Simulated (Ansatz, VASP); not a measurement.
## One calculation of Ga, two programs

INCAR

```
ALGO = Normal ; EDIFF = 1E-8
ENCUT = 520 ; GGA = PS
ISIF = 2 ; ISMEAR = -1
LASPH = True ; LCHARG = False
LEFG = True ; LREAL = False
LWAVE = False ; NBANDS = 34
NELM = 80 ; PREC = Accurate
SIGMA = 0.05
```

File KPOINTS:

```
k-points
0
Gamma
  9 9 8
```

The input POSCAR:

```
Ga
1.0
    2.2553500000     -3.8224000000      0.0000000000
    2.2553500000      3.8224000000      0.0000000000
    0.0000000000      0.0000000000      4.3811990000
Ga
4
Direct
    0.1525000000      0.8475000000      0.0785000000
    0.6525000000      0.3475000000      0.4215000000
    0.8475000000      0.1525000000      0.9215000000
    0.3475000000      0.6525000000      0.5785000000
```

Input for Ansatz:

```yaml
crystal:
  lattice:
    - [2.25535, -3.8224, 0.0]
    - [2.25535, 3.8224, 0.0]
    - [0.0, 0.0, 4.381199]
  atoms:
    - { symbol: Ga, position: [0.1525, 0.8475, 0.0785] }
    - { symbol: Ga, position: [0.6525, 0.3475, 0.4215] }
    - { symbol: Ga, position: [0.8475, 0.1525, 0.9215] }
    - { symbol: Ga, position: [0.3475, 0.6525, 0.5785] }
kpoints:
  mp_grid: { grid: [9, 9, 8] }
scf:
  occupations: { method: fermi_dirac, width: 0.05 }
hamiltonian:
  xc: pbesol
  pseudopotentials: { kind: all_electron, datasets: crystal }
output:
  forces: true
  stress: true
  eigenvalues: true
  efg: { contact_densities: true }
```

Change from the starting cell: zz strain of -3 %, crystal datasets.

Alike in both runs: task electric field gradients; functional PBEsol; k mesh 9 × 9 × 8; occupations fermi-dirac, width 0.05 eV; no spin polarisation.

```csv
,VASP,Ansatz
version,VASP 6.6.1,Ansatz 0.2.0
potentials or method,"VASP PAW PBE potentials, release 64 (Ga_d), cutoff 520 eV","all-electron PAW with datasets made for the crystal, scalar-relativistic"
```

VASP gave:

| Item | Value |
| --- | --- |
| pressure (GPa) | 0.7 |
| traceless stress, the component that is largest in VASP (GPa) | -0.57 |
| rms of the force components (eV/Å) | 0.205 |
| size of Vzz on the site where it differs most (V/Å²) | 52.8 |

Task: Estimate Ansatz's values.

Result: Pressure (GPa): 0.6; traceless stress, the component that is largest in VASP (GPa): -0.58; rms of the force components (eV/Å): 0.207; size of Vzz on the site where it differs most (V/Å²): 55.3.

VASP's potentials were made for PBE, not for PBEsol. Atom by atom the forces differ by 0.003 eV/Å (rms over components). Ansatz ran all-electron here, and VASP with PAW potentials.
